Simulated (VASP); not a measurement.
Runs of VASP 6.6.1 on NaF. The structure is that of space group Fm-3m (No. 225), or close to it. The cells are those of the table. 

```tsv
cell	gap on the mesh (eV)	pressure (GPa)
a = 3.245, b = 3.245, c = 3.204 Å, angles 60.4, 60.4, 59.2°, 2 atoms	6.39	2.2
a = 3.287, b = 3.287, c = 3.204 Å, angles 60.8, 60.8, 58.3°, 2 atoms	6.25	1.1
a = 3.204 Å, angles 60.0°, 2 atoms	6.53	3.7
a = 3.409, b = 3.409, c = 3.450 Å, angles 59.6, 59.6, 60.8°, 2 atoms	5.54	(a)
a = 3.163, b = 3.163, c = 3.204 Å, angles 59.6, 59.6, 60.9°, 2 atoms	6.67	(b)
```

Alike in all rows: task single point; level PBEsol; potentials or basis VASP PAW PBE potentials, release 64 (Na_pv, F); no spin polarisation; k mesh 8 × 8 × 8; cutoff (eV) 520; smearing gaussian 0.05 eV.

Q: Estimate the missing entries.

A: (a) -4.8; (b) 5.6.

Caveats: the PAW data sets were made with another functional, which shifts forces and pressure a little.

